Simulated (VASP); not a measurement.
Wanted: the native input for a VASP 6.6.1 run.

* Task: single point
* Functional: PBEsol
* Potentials or basis: VASP PAW PBE potentials, release 64 (Ba_sv, Ti_sv, O)
* Cutoff: 520 eV
* k mesh: 5 × 5 × 5
* Occupations: fermi-dirac, width 0.114 eV
* Spin: no spin polarisation
* Dipole correction: no
* Further INCAR settings: ALGO = Normal; EDIFF = 1e-07; NBANDS = 28

The structure of BaTiO3 lies in POSCAR:

```
BaTiO3
1.0
   -3.9892311300      0.0000000000      0.0000000000
    0.0000000000     -2.8416482100      2.8513692400
    0.0000000000      2.8416482100      2.8513692400
Ba Ti O
1 1 3
Direct
    0.0000000000      0.0000000000      0.0000000000
    0.5000000000      0.5143000000      0.5143000000
    0.0000000000      0.4890000000      0.4890000000
    0.5000000000      0.9922300000      0.5044300000
    0.5000000000      0.5044300000      0.9922300000
```

One way to write it, as run:

INCAR

```
  ALGO = Normal
  EDIFF = 1E-7
  ENCUT = 520
  GGA = PS
  ISIF = 2
  ISMEAR = -1
  LASPH = True
  LCHARG = False
  LREAL = False
  LWAVE = False
  NBANDS = 28
  NELM = 80
  PREC = Accurate
  SIGMA = 0.114
```

KPOINTS

```
k-points
0
Gamma
  5 5 5
```

Potentials or basis: VASP PAW PBE potentials, release 64 (Ba_sv, Ti_sv, O).

The run is started by

```console
$ cat potpaw_PBE.64/Ba_sv/POTCAR potpaw_PBE.64/Ti_sv/POTCAR potpaw_PBE.64/O/POTCAR > POTCAR
$ mpirun -np 1 vasp_std > vasp.out
```

It gave:

```json
{"Pressure": "-2.8 GPa", "Largest force": "0.297 eV/Å", "Band gap on the k mesh": "1.95 eV (least direct gap 2.04 eV)"}
```

Caveat: the PAW data sets were made with another functional, which shifts forces and pressure a little; spin-orbit coupling is left out, which moves the levels of the heavy elements.

Wall time 81 s on 1 thread of Oxide Virtual Turin-like Processor (shared host), peak memory 0.16 GiB.
